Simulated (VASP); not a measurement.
Input of a VASP 6.6.1 run:

INCAR

```
ALGO = Normal
EDIFF = 1E-6
ENCUT = 520
GGA = PE
GGA_COMPAT = False
ISIF = 2
ISMEAR = 0
LASPH = True
LCHARG = False
LNONCOLLINEAR = True
LORBIT = 11
LORBMOM = True
LREAL = False
LSORBIT = True
LWAVE = False
MAGMOM = 0 0 0 0 0 0 0 0 0 0 0 0 0 0 0 0 0 0 0 0 0
NBANDS = 63
NELM = 150
PREC = Accurate
SIGMA = 0.01
```

File KPOINTS:

```
k-points
0
Gamma
  1 1 1
```

POSCAR

```
LuH3O3
1.0
   13.4400000000      0.0000000000      0.0000000000
    0.0000000000     14.1300000000      0.0000000000
    0.0000000000      0.0000000000      9.0100000000
Lu O H
1 3 3
Direct
    0.4449278300      0.4998676600      0.4994450600
    0.5939568500      0.4998683700      0.5000344100
    0.3704129500      0.6226277400      0.5000344100
    0.3704136900      0.3771075700      0.5000344100
    0.6651398800      0.4998683700      0.5005516100
    0.3348214300      0.6812639800      0.5005516100
    0.3348229200      0.3184713400      0.5005516100
```

Potentials or basis: VASP PAW PBE potentials, release 64 (Lu, O, H).

Launch:

```console
$ cat potpaw_PBE.64/Lu/POTCAR potpaw_PBE.64/O/POTCAR potpaw_PBE.64/H/POTCAR > POTCAR
$ mpirun -np 1 vasp_ncl > vasp.out
```

Q: What does it give for the net moment?

A: 0.00 μB per cell.

Q: Predict the largest force.

A: 0.348 eV/Å.

Moments on the atoms (μB; x, y, z):
```
Lu  0.00 0.00 0.00
O   0.00 0.00 0.00
O   0.00 0.00 0.00
O   0.00 0.00 0.00
H   0.00 0.00 0.00
H   0.00 0.00 0.00
H   0.00 0.00 0.00
```
